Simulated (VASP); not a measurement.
A run of VASP 6.6.1 is set up as follows.

The input INCAR:

```
SYSTEM = ZrSi2
PREC     = Accurate       ! precision mode
ENCUT    = 520            ! plane-wave cutoff, eV
EDIFF    = 1E-7           ! SCF threshold, eV
ISMEAR   = 0              ! smearing method
SIGMA    = 0.1            ! smearing width, eV
LREAL    = .False.        ! projectors in reciprocal space
LASPH    = .True.         ! aspherical terms in the spheres
NELM     = 100            ! most SCF steps
ALGO     = Normal         ! electronic algorithm
ISIF     = 2              ! what is computed and relaxed
LWAVE    = .False.        ! write WAVECAR
LCHARG   = .True.         ! write CHGCAR
GGA      = PS             ! functional
LELF     = .True.         ! ELF
LVHAR    = .True.       
NBANDS   = 29             ! bands
```

File KPOINTS:

```
Automatic mesh
0
Gamma
  10 10 10
  0 0 0
```

Contents of POSCAR:

```
ZrSi2
1.0
    1.8371666329     -7.2827477122      0.0000000000
    1.8371666329      7.2827477122      0.0000000000
    0.0000000000      0.0000000000      3.6567422297
Zr Si
2 4
Direct
    0.8952789144      0.1047210856      0.2500000000
    0.1047210856      0.8952789144      0.7500000000
    0.5539781788      0.4460218212      0.2500000000
    0.4460218212      0.5539781788      0.7500000000
    0.2502351288      0.7497648712      0.2500000000
    0.7497648712      0.2502351288      0.7500000000
```

Potentials or basis: VASP PAW PBE potentials, release 64 (Zr_sv, Si).

Command:

```console
$ cat potpaw_PBE.64/Zr_sv/POTCAR potpaw_PBE.64/Si/POTCAR > POTCAR
$ mpirun -np 1 vasp_std > vasp.out
```

(1) Estimate the pressure.

(2) Estimate the band gap on the k mesh.

(3) What does it give for the largest force?

## Answers

(1) 0.2 GPa.

(2) zero (bands 20 and 21 overlap by 1.00 eV).

(3) 0.005 eV/Å.

Caveat: the PAW data sets were made with another functional, which shifts forces and pressure a little.
